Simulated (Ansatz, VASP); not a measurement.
This is a calculation of Ni for Ansatz 0.2.0.

File input.yaml:

```yaml
crystal:
  lattice:
    - [2.5002588676, 0.0, 0.0]
    - [-1.2501294338, 2.1652876954, 0.0]
    - [0.0, 0.0, 25.2072640841]
  atoms:
    - { symbol: Ni, position: [0.6666666667, 0.3333333333, 0.2975332815], spin: 1.0 }
    - { symbol: Ni, position: [0.3333333333, 0.6666666667, 0.3785199689], spin: 1.0 }
    - { symbol: Ni, position: [0.0, 0.0, 0.4595066563], spin: 1.0 }
    - { symbol: Ni, position: [0.6666666667, 0.3333333333, 0.5404933437], spin: 1.0 }
    - { symbol: Ni, position: [0.3333333333, 0.6666666667, 0.6214800311], spin: 1.0 }
    - { symbol: Ni, position: [0.0, 0.0, 0.7024667185], spin: 1.0 }
kpoints:
  mp_grid: { grid: [12, 12, 1] }
scf:
  occupations: { method: fermi_dirac, width: 0.05 }
hamiltonian:
  xc: pbesol
  pseudopotentials: { kind: all_electron, lapw: { basis_error: 0.002 } }
magnetization:
  spin_polarized: true
output:
  forces: true
  stress: true
  eigenvalues: true
```

Potentials or basis: all-electron LAPW, scalar-relativistic.

Launch:

```console
$ ansatz run input.yaml --threads 8 --pin off --max-ram 30720MiB --backend cpu --events-out ev --progress --plain --runs-dir out
```

Q: Translate it to VASP 6.6.1. Potentials there: VASP PAW PBE potentials, release 64 (Ni).

A: As run (the cutoff follows the program's own potentials):

INCAR

```
SYSTEM = Ni
  ALGO = Normal
  EDIFF = 1E-7
  ENCUT = 520
  GGA = PS
  ISIF = 2
  ISMEAR = -1
  ISPIN = 2
  LASPH = .True.
  LCHARG = .True.
  LELF = .True.
  LMAXMIX = 4
  LORBIT = 11
  LREAL = .False.
  LVHAR = .True.
  LWAVE = .False.
  MAGMOM = 1 1 1 1 1 1
  NBANDS = 43
  NELM = 150
  PREC = Accurate
  SIGMA = 0.05
```

KPOINTS

```
k-points
0
Gamma
  12 12 1
  0 0 0
```

POSCAR

```
Ni
1.0
    2.5002588676      0.0000000000      0.0000000000
   -1.2501294338      2.1652876954      0.0000000000
    0.0000000000      0.0000000000     25.2072640841
Ni
6
Direct
    0.6666666667      0.3333333333      0.2975332815
    0.3333333333      0.6666666667      0.3785199689
    0.0000000000      0.0000000000      0.4595066563
    0.6666666667      0.3333333333      0.5404933437
    0.3333333333      0.6666666667      0.6214800311
    0.0000000000      0.0000000000      0.7024667185
```

Potentials or basis: VASP PAW PBE potentials, release 64 (Ni).

The run is started by

```console
$ cat potpaw_PBE.64/Ni/POTCAR > POTCAR
$ mpirun -np 1 vasp_std > vasp.out
```

Both were run:

|  | VASP | Ansatz | Ansatz less VASP |
| --- | --- | --- | --- |
| gap on the k mesh at the Fermi level (eV) | none | none | - |
| rms of the force components (eV/Å) | 0.193 | 0.195 | +0.0020 |
| net moment per atom (μB) | 0.65 | 0.66 | +0.012 |
| size of the moment on the site where the two differ most (μB) | 0.65 | 0.68 | +0.027 |

VASP's potentials were made for PBE, not for PBEsol. Site moments also hang on the region over which each program counts them. Atom by atom the forces differ by 0.002 eV/Å (rms over components). A gap of «none» marks a metal or a gap that the smearing closes. Ansatz ran all-electron here, and VASP with PAW potentials.
